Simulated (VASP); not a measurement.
Zn3Bi2, 5 atoms in the cell. It takes space group P4/mmm (No. 123, tetragonal). The conventional cell has a = 4.374 Å, b = 4.374 Å, c = 6.742 Å, α = 90.00°, β = 90.00°, γ = 90.00°. Zn (site symmetry 4/mmm) has 8 Bi at 3.30 Å and 14 Zn at 3.37 to 4.58 Å within 4.6 Å. Within 4.1 Å of Zn (site symmetry 4/mmm) lie 6 Zn at 3.09 to 3.37 Å and 8 Bi at 3.81 Å. Zn (site symmetry 4/mmm) has 2 Bi at 2.23 Å within 2.9 Å. Within 2.9 Å of Bi (site symmetry 4mm) lie 1 Zn at 2.23 Å and 1 Bi at 2.28 Å. The cell was generated, and may not be a known phase.

- Program: VASP 6.6.1
- Task: relaxation of cell and atoms
- Functional: PBE
- Potentials or basis: VASP PAW PBE potentials, release 64 (Zn, Bi_d)
- Cutoff: 600 eV
- k mesh: 4 × 4 × 4
- Occupations: gaussian, width 0.1 eV
- Spin: no spin polarisation
- Dipole correction: no
- Further INCAR settings: ALGO = Fast; EDIFF = 1e-06; IBRION = 2; EDIFFG = -0.04; NSW = 90; ISIF = 3

Potentials or basis: VASP PAW PBE potentials, release 64 (Zn, Bi_d).

Command:

```bash
$ cat potpaw_PBE.64/Zn/POTCAR potpaw_PBE.64/Bi_d/POTCAR > POTCAR
$ mpirun -np 1 vasp_std > vasp.out
```

Hardware: 1 thread of Intel(R) Xeon(R) Platinum 8375C CPU @ 2.90GHz (Ice Lake) (shared host).

Problem. Estimate the wall time of this run.

Solution. It took 40 min on 1 thread of Intel(R) Xeon(R) Platinum 8375C CPU @ 2.90GHz (Ice Lake), on a shared host, peak memory 0.34 GiB. Counts: scf iterations 229, k points 18, ion steps 21.
